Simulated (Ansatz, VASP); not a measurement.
Eu: VASP beside Ansatz

```xyz
1
Lattice="-2.2209 2.2209 2.2209 2.2209 -2.2209 2.2209 2.2209 2.2209 -2.2209" Properties=species:S:1:pos:R:3 pbc="T T T"
Eu    0.0000    0.0000    0.0000
```

Change from the starting cell: volume scaled by 1.04.

Alike in both runs: task single point; functional PBE; k mesh 14 × 14 × 14; occupations fermi-dirac, width 0.05 eV; collinear spin.

```csv
,VASP,Ansatz
version,VASP 6.6.1,Ansatz 0.2.0
potentials or method,"VASP PAW PBE potentials, release 64 (Eu), cutoff 520 eV","all-electron LAPW, scalar-relativistic"
```

VASP gave:

| Item | Value |
| --- | --- |
| pressure (GPa) | -0.8 |
| net moment per atom (μB) | 7.28 |
| size of the moment on the site where the two differ most (μB) | 6.67 |

Task: What did Ansatz give for the same quantities?

Result: Pressure (GPa): -0.4; net moment per atom (μB): 7.28; size of the moment on the site where the two differ most (μB): 7.12.

Site moments also hang on the region over which each program counts them. Ansatz ran all-electron here, and VASP with PAW potentials.

Spin-orbit coupling is off throughout.
